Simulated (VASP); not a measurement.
Here is a VASP 6.6.1 calculation.

Contents of INCAR:

```
PREC = Accurate
ENCUT = 520
EDIFF = 1E-6
ISMEAR = 0
SIGMA = 0.1
LREAL = F
LASPH = T
NELM = 100
ALGO = Normal
ISIF = 2
LWAVE = F
LCHARG = T
GGA = PE
LELF = T
LVHAR = T
NBANDS = 11
```

KPOINTS

```
regular mesh
0
Gamma
  8 8 8
```

The input POSCAR:

```
Ca
1.0
    0.0000000000      2.7942000000      2.7942000000
    2.7942000000      0.0000000000      2.7942000000
    2.7942000000      2.7942000000      0.0000000000
Ca
1
Direct
    0.0000000000      0.0000000000      0.0000000000
```

Potentials or basis: VASP PAW PBE potentials, release 64 (Ca_sv).

Run with:

```bash
$ cat potpaw_PBE.64/Ca_sv/POTCAR > POTCAR
$ mpirun -np 1 vasp_std > vasp.out
```

Q: Estimate the pressure.

A: -0.6 GPa.

Q: Predict the band gap on the k mesh.

A: Zero (band 5 reaches 2.05 eV, above the bottom of band 6 at 1.65 eV).
